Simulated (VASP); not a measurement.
SnO:

```
Sn O
1.0
     3.39915    0.00000    0.00000
     0.00000    5.74877    0.00000
     0.00000    0.00000    4.27753
Sn O
2 2
Direct
  0.50000 0.76809 0.01314
  0.00000 0.23191 0.51314
  0.50000 0.10875 0.23686
  0.00000 0.89125 0.73686
```

Base run:

```yaml
Program: VASP 6.6.1
Functional: r2SCAN
Potentials_or_basis: VASP PAW PBE potentials, release 64 (Sn_d, O)
Cutoff: 520 eV
k_mesh: 8 × 5 × 6
Occupations: fermi-dirac, width 0.05 eV
Spin: no spin polarisation
```

Its results: band gap on the k mesh 1.84 eV (least direct gap 2.44 eV); pressure -5.3 GPa; largest force 1.026 eV/Å.

Q: The run is repeated on the same cell with these changes: functional from r2SCAN to LDA; potentials or basis from VASP PAW PBE potentials, release 64 (Sn_d, O) to VASP PAW LDA potentials, release 64 (Sn_d, O). What comes out?

A: Band gap on the k mesh 1.49 eV (least direct gap 2.10 eV); pressure -7.6 GPa; largest force 1.138 eV/Å.

Caveats: the cell stands under tension; spin-orbit coupling is left out, which moves the levels of the heavy elements; the PAW data sets were made with another functional, which shifts forces and pressure a little (at least some runs); forces of over 1 eV/Å act on the atoms, so gaps and moduli don't describe the material at rest (at least some runs).

A k mesh can miss the band edges.
